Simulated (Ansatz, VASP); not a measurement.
Si2Mo in VASP and in Ansatz

File INCAR:

```
PREC = Accurate ; ENCUT = 520
EDIFF = 1E-6 ; ISMEAR = 1
SIGMA = 0.1 ; LREAL = Auto
LASPH = T ; NELM = 60
ALGO = Normal ; ISIF = 2
LWAVE = F ; LCHARG = F
GGA = PE ; NBANDS = 156
```

File KPOINTS:

```
Automatic mesh
0
Gamma
  2 2 2
```

The input POSCAR:

```
Si2Mo
1.0
   -3.2169367621      3.2169367621      7.8733419947
    3.2169367621     -3.2169367621      7.8733419947
    4.8254051432      4.8254051432    -11.8100129921
Si Mo
24 12
Direct
    0.3324631407      0.3324631407      0.0000000000
    0.1675368593      0.1675368593      0.0000000000
    0.3324631407      0.3324631407      0.3333333333
    0.1675368593      0.1675368593      0.3333333333
    0.3324631407      0.3324631407      0.6666666667
    0.1675368593      0.1675368593      0.6666666667
    0.3324631407      0.8324631407      0.0000000000
    0.1675368593      0.6675368593      0.0000000000
    0.3324631407      0.8324631407      0.3333333333
    0.1675368593      0.6675368593      0.3333333333
    0.3324631407      0.8324631407      0.6666666667
    0.1675368593      0.6675368593      0.6666666667
    0.8324631407      0.3324631407      0.0000000000
    0.6675368593      0.1675368593      0.0000000000
    0.8324631407      0.3324631407      0.3333333333
    0.6675368593      0.1675368593      0.3333333333
    0.8324631407      0.3324631407      0.6666666667
    0.6675368593      0.1675368593      0.6666666667
    0.8324631407      0.8324631407      0.0000000000
    0.6675368593      0.6675368593      0.0000000000
    0.8324631407      0.8324631407      0.3333333333
    0.6675368593      0.6675368593      0.3333333333
    0.8324631407      0.8324631407      0.6666666667
    0.6675368593      0.6675368593      0.6666666667
    0.0000000000      0.0000000000      0.0000000000
    0.0000000000      0.0000000000      0.3333333333
    0.0000000000      0.0000000000      0.6666666667
    0.0000000000      0.5000000000      0.0000000000
    0.0000000000      0.5000000000      0.3333333333
    0.0000000000      0.5000000000      0.6666666667
    0.5000000000      0.0000000000      0.0000000000
    0.5000000000      0.0000000000      0.3333333333
    0.5000000000      0.0000000000      0.6666666667
    0.5000000000      0.5000000000      0.0000000000
    0.5000000000      0.5000000000      0.3333333333
    0.5000000000      0.5000000000      0.6666666667
```

Input for Ansatz:

```yaml
crystal:
  lattice:
    - [-3.2169367621, 3.2169367621, 7.8733419947]
    - [3.2169367621, -3.2169367621, 7.8733419947]
    - [4.8254051432, 4.8254051432, -11.8100129921]
  atoms:
    - { symbol: Si, position: [0.3324631407, 0.3324631407, 0.0] }
    - { symbol: Si, position: [0.1675368593, 0.1675368593, 0.0] }
    - { symbol: Mo, position: [0.0, 0.0, 0.0] }
    - { symbol: Si, position: [0.3324631407, 0.3324631407, 0.3333333333] }
    - { symbol: Si, position: [0.1675368593, 0.1675368593, 0.3333333333] }
    - { symbol: Mo, position: [0.0, 0.0, 0.3333333333] }
    - { symbol: Si, position: [0.3324631407, 0.3324631407, 0.6666666667] }
    - { symbol: Si, position: [0.1675368593, 0.1675368593, 0.6666666667] }
    - { symbol: Mo, position: [0.0, 0.0, 0.6666666667] }
    - { symbol: Si, position: [0.3324631407, 0.8324631407, 0.0] }
    - { symbol: Si, position: [0.1675368593, 0.6675368593, 0.0] }
    - { symbol: Mo, position: [0.0, 0.5, 0.0] }
    - { symbol: Si, position: [0.3324631407, 0.8324631407, 0.3333333333] }
    - { symbol: Si, position: [0.1675368593, 0.6675368593, 0.3333333333] }
    - { symbol: Mo, position: [0.0, 0.5, 0.3333333333] }
    - { symbol: Si, position: [0.3324631407, 0.8324631407, 0.6666666667] }
    - { symbol: Si, position: [0.1675368593, 0.6675368593, 0.6666666667] }
    - { symbol: Mo, position: [0.0, 0.5, 0.6666666667] }
    - { symbol: Si, position: [0.8324631407, 0.3324631407, 0.0] }
    - { symbol: Si, position: [0.6675368593, 0.1675368593, 0.0] }
    - { symbol: Mo, position: [0.5, 0.0, 0.0] }
    - { symbol: Si, position: [0.8324631407, 0.3324631407, 0.3333333333] }
    - { symbol: Si, position: [0.6675368593, 0.1675368593, 0.3333333333] }
    - { symbol: Mo, position: [0.5, 0.0, 0.3333333333] }
    - { symbol: Si, position: [0.8324631407, 0.3324631407, 0.6666666667] }
    - { symbol: Si, position: [0.6675368593, 0.1675368593, 0.6666666667] }
    - { symbol: Mo, position: [0.5, 0.0, 0.6666666667] }
    - { symbol: Si, position: [0.8324631407, 0.8324631407, 0.0] }
    - { symbol: Si, position: [0.6675368593, 0.6675368593, 0.0] }
    - { symbol: Mo, position: [0.5, 0.5, 0.0] }
    - { symbol: Si, position: [0.8324631407, 0.8324631407, 0.3333333333] }
    - { symbol: Si, position: [0.6675368593, 0.6675368593, 0.3333333333] }
    - { symbol: Mo, position: [0.5, 0.5, 0.3333333333] }
    - { symbol: Si, position: [0.8324631407, 0.8324631407, 0.6666666667] }
    - { symbol: Si, position: [0.6675368593, 0.6675368593, 0.6666666667] }
    - { symbol: Mo, position: [0.5, 0.5, 0.6666666667] }
basis:
  ecutwfc: 420
  xc_grid: 2
hamiltonian:
  xc: pbe
  pseudopotentials: { kind: paw, azcp: { folder: soft_1 } }
kpoints:
  mp_grid: { grid: [2, 2, 2] }
scf:
  occupations: { method: methfessel_paxton, width: 0.1 }
  max_iter: 120
output:
  forces: true
  stress: true
```

Alike in both runs: task single point; functional PBE; k mesh 2 × 2 × 2; occupations methfessel-paxton of order 1, width 0.1 eV; no spin polarisation.

```csv
,VASP,Ansatz
version,VASP 6.6.1,Ansatz 0.2.0
potentials or method,"VASP PAW PBE potentials, release 64 (Si, Mo_sv), cutoff 520 eV",plane-wave PAW DFT
valence electrons in the cell,264,264
```

Ansatz gave:

- pressure (GPa): 0.1
- rms of the force components (eV/Å): 0.005

Q: What did VASP give for the same quantities?

A: Pressure (GPa): 0.2; rms of the force components (eV/Å): 0.004.

The k mesh is coarse, so the values compare programs but aren't converged.
